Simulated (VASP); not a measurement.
A run of VASP 6.6.1:

INCAR

```
SYSTEM = Co
PREC = Accurate ; ENCUT = 600
EDIFF = 1E-6 ; ISMEAR = -1
SIGMA = 0.08 ; LREAL = .False.
LASPH = .True. ; NELM = 200
ALGO = Normal ; ISIF = 2
LWAVE = .False. ; LCHARG = .False.
ISPIN = 2 ; MAGMOM = 2 2 2 2
LORBIT = 11 ; LMAXMIX = 4
GGA = PE ; NBANDS = 30
GGA_COMPAT = .False. ; KPAR = 4
```

File KPOINTS:

```
regular mesh
0
Gamma
  13 8 13
  0 0 0
```

POSCAR

```
Co
1.0
    2.4873648738      0.0000000000      0.0000000000
    0.0000000000      4.3082423384      0.0000000000
    1.2436824369      2.1541211692      4.0632895034
Co
4
Direct
    0.3700695000      0.0367361667      0.2598610000
    0.8700695000      0.5367361667      0.2598610000
    0.6299305000      0.9632638333      0.7401390000
    0.1299305000      0.4632638333      0.7401390000
```

Potentials or basis: VASP PAW PBE potentials, release 64 (Co).

Launch:

```bash
$ cat potpaw_PBE.64/Co/POTCAR > POTCAR
$ mpirun -np 4 vasp_std > vasp.out
```

Hardware: 4 MPI ranks on Intel(R) Xeon(R) Platinum 8488C (Sapphire Rapids), on a shared host.

Estimate the wall time of this run.

Run time: 3.3 min on 4 MPI ranks on Intel(R) Xeon(R) Platinum 8488C (Sapphire Rapids), on a shared host, peak memory 0.8 GiB a rank. Counts: scf iterations 13, k points 371.
